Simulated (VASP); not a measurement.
# BaZn4As3 (P4/mmm) in VASP: single point with PBE

Aim: the single point of BaZn4As3 with PBE.

All numbers are computed with VASP 6.6.1; they aren't measurements. Logs are shortened: lines on timing, memory, paths and dates and some standing lists are left out, and cuts for length are marked.

### 1 The cell of the first run

Symmetry: P4/mmm, No. 123, tetragonal system. Conventional cell: a = 4.100 Å, b = 4.100 Å, c = 10.370 Å, α = 90.00°, β = 90.00°, γ = 90.00°. Ba (site symmetry 4/mmm) has 8 As at 3.67 Å and 4 Ba at 4.10 Å and 8 Zn at 4.12 Å within 4.8 Å. Zn (site symmetry 2mm) has 4 As at 2.45 to 2.60 Å and 4 Zn at 2.90 Å within 3.2 Å. Within 3.2 Å of As (site symmetry 4mm) lie 4 Zn at 2.45 Å. Within 3.4 Å of As (site symmetry 4/mmm) lie 8 Zn at 2.60 Å.

### 2 Single point, PBE

Input file INCAR:

```
PREC = Accurate ; ENCUT = 520
EDIFF = 1E-6 ; ISMEAR = -1
SIGMA = 0.1 ; LREAL = F
LASPH = T ; NELM = 80
ALGO = Normal ; ISIF = 2
LWAVE = F ; LCHARG = F
GGA = PE ; NBANDS = 46
```

Input file KPOINTS:

```
Automatic mesh
0
Gamma
  5 5 2
```

Input file POSCAR:

```
BaZn4As3
1.0
    4.0995490000      0.0000000000      0.0000000000
    0.0000000000      4.0995490000      0.0000000000
    0.0000000000      0.0000000000     10.3702720000
Ba Zn As
1 4 3
Direct
    0.0000000000      0.0000000000      0.5000000000
    0.0000000000      0.5000000000      0.1548700000
    0.5000000000      0.0000000000      0.1548700000
    0.0000000000      0.5000000000      0.8451300000
    0.5000000000      0.0000000000      0.8451300000
    0.5000000000      0.5000000000      0.2837300000
    0.5000000000      0.5000000000      0.7162700000
    0.0000000000      0.0000000000      0.0000000000
```

Potentials or basis: VASP PAW PBE potentials, release 64 (Ba_sv, Zn, As).

Run with:

```
cat potpaw_PBE.64/Ba_sv/POTCAR potpaw_PBE.64/Zn/POTCAR potpaw_PBE.64/As/POTCAR > POTCAR
mpirun -np 1 vasp_std > vasp.out
```

OUTCAR:

```text
PREC = Accurate
   ENCUT = 520
   EDIFF = 1E-6
   ISMEAR = -1
   LREAL = F
   LASPH = T
   NELM = 80
   ISIF = 2
   GGA = PE

 ion  position               nearest neighbor table
   1  0.000  0.000  0.500-   6 3.67   7 3.67   6 3.67   7 3.67   6 3.67   7 3.67   6 3.67   7 3.67

   2  0.000  0.500  0.155-   6 2.45   6 2.45   8 2.60   8 2.60   3 2.90   3 2.90   3 2.90   3 2.90

   3  0.500  0.000  0.155-   6 2.45   6 2.45   8 2.60   8 2.60   2 2.90   2 2.90   2 2.90   2 2.90

   4  0.000  0.500  0.845-   7 2.45   7 2.45   8 2.60   8 2.60   5 2.90   5 2.90   5 2.90   5 2.90

   5  0.500  0.000  0.845-   7 2.45   7 2.45   8 2.60   8 2.60   4 2.90   4 2.90   4 2.90   4 2.90

   6  0.500  0.500  0.284-   2 2.45   3 2.45   3 2.45   2 2.45   1 3.67   1 3.67   1 3.67   1 3.67

   7  0.500  0.500  0.716-   4 2.45   5 2.45   5 2.45   4 2.45   1 3.67   1 3.67   1 3.67   1 3.67

   8  0.000  0.000  0.000-   2 2.60   3 2.60   4 2.60   5 2.60   2 2.60   4 2.60   3 2.60   5 2.60

  LATTYP: Found a simple tetragonal cell.
 ALAT       =     4.0995490000
 C/A-ratio  =     2.5296128916

  Lattice vectors:

 A1 = (   4.0995490000,   0.0000000000,   0.0000000000)
 A2 = (   0.0000000000,   4.0995490000,   0.0000000000)
 A3 = (   0.0000000000,   0.0000000000,  10.3702720000)

Analysis of symmetry for initial positions (statically):
=====================================================================
 Subroutine PRICEL returns:
 Original cell was already a primitive cell.

 Routine SETGRP: Setting up the symmetry group for a
 simple tetragonal supercell.

 Subroutine GETGRP returns: Found 16 space group operations
 (whereof 16 operations were pure point group operations)
 out of a pool of 16 trial point group operations.

The static configuration has the point symmetry D_4h.

Analysis of symmetry for dynamics (positions and initial velocities):
=====================================================================
 Subroutine PRICEL returns:
 Original cell was already a primitive cell.

 Routine SETGRP: Setting up the symmetry group for a
 simple tetragonal supercell.

 Subroutine GETGRP returns: Found 16 space group operations
 (whereof 16 operations were pure point group operations)
 out of a pool of 16 trial point group operations.

The dynamic configuration has the point symmetry D_4h.

 Subroutine INISYM returns: Found 16 space group operations
 (whereof 16 operations are pure point group operations),
 and found     1 'primitive' translations

----------------------------------------------------------------------------------------

                                     Primitive cell

  volume of cell :     174.2859

  direct lattice vectors                    reciprocal lattice vectors
     4.099549000  0.000000000  0.000000000     0.243929271  0.000000000  0.000000000
     0.000000000  4.099549000  0.000000000     0.000000000  0.243929271  0.000000000
     0.000000000  0.000000000 10.370272000     0.000000000  0.000000000  0.096429486

  length of vectors
     4.099549000  4.099549000 10.370272000     0.243929271  0.243929271  0.096429486

  position of ions in fractional coordinates (direct lattice)
     0.000000000  0.000000000  0.500000000
     0.000000000  0.500000000  0.154870000
     0.500000000  0.000000000  0.154870000
     0.000000000  0.500000000  0.845130000
     0.500000000  0.000000000  0.845130000
     0.500000000  0.500000000  0.283730000
     0.500000000  0.500000000  0.716270000
     0.000000000  0.000000000  0.000000000

  ion indices of the primitive-cell ions
   primitive index   ion index
                 1           1
                 2           2
                 3           3
                 4           4
                 5           5
                 6           6
                 7           7
                 8           8

----------------------------------------------------------------------------------------

 KPOINTS: Automatic mesh

Automatic generation of k-mesh.
 Grid dimensions read from file:
 generate k-points for:    5    5    2

 Generating k-lattice:

  Cartesian coordinates                     Fractional coordinates (reciprocal lattice)
     0.048785854  0.000000000  0.000000000     0.200000000  0.000000000  0.000000000
     0.000000000  0.048785854  0.000000000     0.000000000  0.200000000  0.000000000
     0.000000000  0.000000000  0.048214743     0.000000000  0.000000000  0.500000000

  Length of vectors
     0.048785854  0.048785854  0.048214743

  Shift w.r.t. Gamma in fractional coordinates (k-lattice)
     0.000000000  0.000000000  0.000000000

 Subroutine IBZKPT returns following result:
 ===========================================

 Found     12 irreducible k-points:

 Following reciprocal coordinates:
            Coordinates               Weight
  0.000000  0.000000  0.000000      1.000000
  0.200000  0.000000  0.000000      4.000000
  0.400000  0.000000  0.000000      4.000000
  0.200000  0.200000  0.000000      4.000000
  0.400000  0.200000  0.000000      8.000000
  0.400000  0.400000  0.000000      4.000000
  0.000000  0.000000  0.500000      1.000000
  0.200000  0.000000  0.500000      4.000000
  0.400000  0.000000  0.500000      4.000000
  0.200000  0.200000  0.500000      4.000000
  0.400000  0.200000  0.500000      8.000000
  0.400000  0.400000  0.500000      4.000000
   k-points           NKPTS =     12   k-points in BZ     NKDIM =     12   number of bands    NBANDS=     46
   number of dos      NEDOS =    301   number of ions     NIONS =      8
   total plane-waves  NPLWV =  72000
   dimension x,y,z NGX =    30 NGY =   30 NGZ =   80
   dimension x,y,z NGXF=    60 NGYF=   60 NGZF=  160
   ions per type =               1   4   3
   NGX,Y,Z   is equivalent  to a cutoff of  12.17, 12.17, 12.82 a.u.
   NGXF,Y,Z  is equivalent  to a cutoff of  24.33, 24.33, 25.65 a.u.
 SYSTEM =  unknown system
   PREC   = accura    normal or accurate (medium, high low for compatibility)
   ISTART =      0    job   : 0-new  1-cont  2-samecut
   ICHARG =      2    charge: 1-file 2-atom 10-const
   ISPIN  =      1    spin polarized calculation?
   LNONCOLLINEAR =      F non collinear calculations
   LSORBIT =      F    spin-orbit coupling
   LASPH  =      T    aspherical Exc in radial PAW
   ENCUT  =  520.0 eV  38.22 Ry    6.18 a.u.   7.62  7.62 19.28*2*pi/ulx,y,z
   NELM   =     80;   NELMIN=  2; NELMDL= -5     # of ELM steps
   EDIFF  = 0.1E-05   stopping-criterion for ELM
   LREAL  =      F    real-space projection
   EDIFFG = 0.1E-04   stopping-criterion for IOM
   NSW    =      0    number of steps for IOM
   IBRION =     -1    ionic relax: 0-MD 1-quasi-New 2-CG
   NFREE  =      0    steps in history (QN), initial steepest desc. (CG)
   ISIF   =      2    stress and relaxation
   ISYM   =      2    0-nonsym 1-usesym 2-fastsym
   POTIM  = 0.5000    time-step for ionic-motion
   TEBEG  =    0.0;   TEEND  =   0.0 temperature during run
   PSTRESS=    0.0 pullay stress
   NELECT =      73.0000    total number of electrons
   NUPDOWN=      -1.0000    fix difference up-down
   EMIN   =  10.00;   EMAX   =-10.00  energy-range for DOS
   EFERMI =   0.00;   METHOD = LEGACY
   ISMEAR =    -1;   SIGMA  =   0.10  broadening in eV -4-tet -1-fermi 0-gaus
   EFERMI_NEDOS =   21; number of points for ismear=-14 and -15
   IALGO  =     38    algorithm
   IMIX   =      4    mixing-type and parameters
     AMIX     =   0.40;   BMIX     =  1.00
     AMIX_MAG =   1.60;   BMIX_MAG =  1.00
  volume/ion in A,a.u.               =      21.79       147.02
  Fermi-wavevector in a.u.,A,eV,Ry     =   1.224884  2.314695 20.413381  1.500341
  Thomas-Fermi vector in A             =   2.359942
   LORBIT       =      0    0 simple, 1 ext, 2 COOP (PROOUT), +10 PAW based schemes
   GGA     = PE    functional components
   LHFCALC =     F    Hartree Fock is set to
   AEXX    =    0.0000 exact exchange contribution
   IVDW    =     0    specifies the selected vdW correction
   LEPSILON=     F    determine dielectric tensor
   LRPA    =     F    only Hartree local field effects (RPA)
 non-spin polarized calculation
  energy-cutoff  :      520.00
  volume of cell :      174.29
 maximum number of plane-waves:      4715
   NGX = 15   NGY = 15   NGZ = 39

 number of electron      72.9999948 magnetization

 Free energy of the ion-electron system (eV)
  ---------------------------------------------------
  ext. energy  EPLUGINS =         0.00000000
  ---------------------------------------------------
  free energy    TOTEN  =       -22.67913811 eV

  energy without entropy =      -22.58210255  energy(sigma->0) =      -22.63062033

 E-fermi :   4.3278     XC(G=0):  -9.9209

 val. band max:        4.3145436313   @ k =   0.0000   0.0000   0.0000
 cond. band min:       4.3284590561   @ k =   0.4000   0.4000   0.0000
 fundamental gap:      0.0139154248
 Fermi energy:         4.3277787000

 k-point     1 :       0.0000    0.0000    0.0000
  band No.  band energies     occupation
      1     -24.9615      2.00000
      2     -10.3294      2.00000
      3      -9.9095      2.00000
      4      -9.9095      2.00000
      5      -9.1605      2.00000
      6      -8.1340      2.00000
[... 38 lines left out ...]
     45       6.9411      0.00000
     46       7.5793      0.00000

 k-point     2 :       0.2000    0.0000    0.0000
  band No.  band energies     occupation
      1     -24.9479      2.00000
      2     -10.2627      2.00000
      3     -10.1442      2.00000
      4      -9.8906      2.00000
      5      -8.9033      2.00000
      6      -8.0348      2.00000
[... 38 lines left out ...]
     45       7.3324      0.00000
     46       7.5316      0.00000

 k-point     3 :       0.4000    0.0000    0.0000
  band No.  band energies     occupation
      1     -24.9256      2.00000
      2     -10.4714      2.00000
      3     -10.1514      2.00000
      4      -9.8599      2.00000
      5      -8.3330      2.00000
      6      -7.8554      2.00000
[... 430 lines left out ...]
     45       7.7799      0.00000
     46       7.8822      0.00000

 k-point    12 :       0.4000    0.4000    0.5000
  band No.  band energies     occupation
      1     -24.8910      2.00000
      2     -10.3493      2.00000
      3     -10.3302      2.00000
      4     -10.0678      2.00000
      5      -7.8095      2.00000
      6      -7.4777      2.00000
[... 38 lines left out ...]
     45       8.3759      0.00000
     46       8.5609      0.00000

------------------------ aborting loop because EDIFF is reached ----------------------------------------

  FORCE on cell =-STRESS in cart. coord.  units (eV):
  Direction    XX          YY          ZZ          XY          YZ          ZX
  --------------------------------------------------------------------------------------
  -------------------------------------------------------------------------------------
  Total        6.3746740      6.3746740      2.1915738      0.0000000      0.0000000     -0.0000000
  in kB       58.6011651     58.6011651     20.1467212      0.0000000      0.0000000     -0.0000000
  external PRESSURE =      45.7830171 kB  Pullay stress =       0.0000000 kB

 VOLUME and BASIS-vectors are now :
 -----------------------------------------------------------------------------
  energy-cutoff  :      520.00
  volume of cell :      174.29
      direct lattice vectors                 reciprocal lattice vectors
     4.099549000  0.000000000  0.000000000     0.243929271  0.000000000  0.000000000
     0.000000000  4.099549000  0.000000000     0.000000000  0.243929271  0.000000000
     0.000000000  0.000000000 10.370272000     0.000000000  0.000000000  0.096429486

 POSITION                                       TOTAL-FORCE (eV/Angst)
 -----------------------------------------------------------------------------------
      0.00000      0.00000      5.18514         0.000000     -0.000000      0.000000
      0.00000      2.04977      1.60604         0.000000     -0.000000     -0.282324
      2.04977      0.00000      1.60604         0.000000     -0.000000     -0.282324
      0.00000      2.04977      8.76423         0.000000      0.000000      0.282324
      2.04977      0.00000      8.76423         0.000000      0.000000      0.282324
      2.04977      2.04977      2.94236         0.000000     -0.000000      1.564078
      2.04977      2.04977      7.42791         0.000000      0.000000     -1.564078
      0.00000      0.00000      0.00000         0.000000     -0.000000      0.000000
 -----------------------------------------------------------------------------------
    total drift:                                0.000000     -0.000000     -0.000000

  FREE ENERGIE OF THE ION-ELECTRON SYSTEM (eV)
  ---------------------------------------------------
  free  energy   TOTEN  =       -22.6791381126 eV

  energy  without entropy=      -22.5821025534  energy(sigma->0) =      -22.63062033
```

Wall time 86 s (1 thread of Intel Xeon Platinum 8375C at 2.90GHz (Ice Lake), shared host); peak memory 0.3 GiB.

Results:

* Free energy: -22.6791 eV
* Pressure: 4.6 GPa
* Largest force: 1.564 eV/Å

Forces in eV/Å, atoms in the order of the input:
```
Ba   0.000  0.000  0.000
Zn   0.000  0.000 -0.282
Zn   0.000  0.000 -0.282
Zn   0.000  0.000  0.282
Zn   0.000  0.000  0.282
As   0.000  0.000  1.564
As   0.000  0.000 -1.564
As   0.000  0.000  0.000
```

Stress tensor (GPa, compression positive):
```
5.86 0.00 0.00
0.00 5.86 0.00
0.00 0.00 2.01
```

Levels at points of the mesh, in eV from the Fermi level:
```
           k point  band 33  band 34  band 35  band 36  band 37  band 38  band 39  band 40
(0.00, 0.00, 0.00)    -2.67    -1.10    -0.95    -0.83    -0.83    -0.36    -0.01     0.04
(0.00, 0.00, 0.50)    -2.55    -2.45    -0.97    -0.97    -0.77    -0.53     0.46     0.65
```

Caveat: spin-orbit coupling is left out, which moves the levels of the heavy elements; forces of over 1 eV/Å act on the atoms, so gaps and moduli don't describe the material at rest.
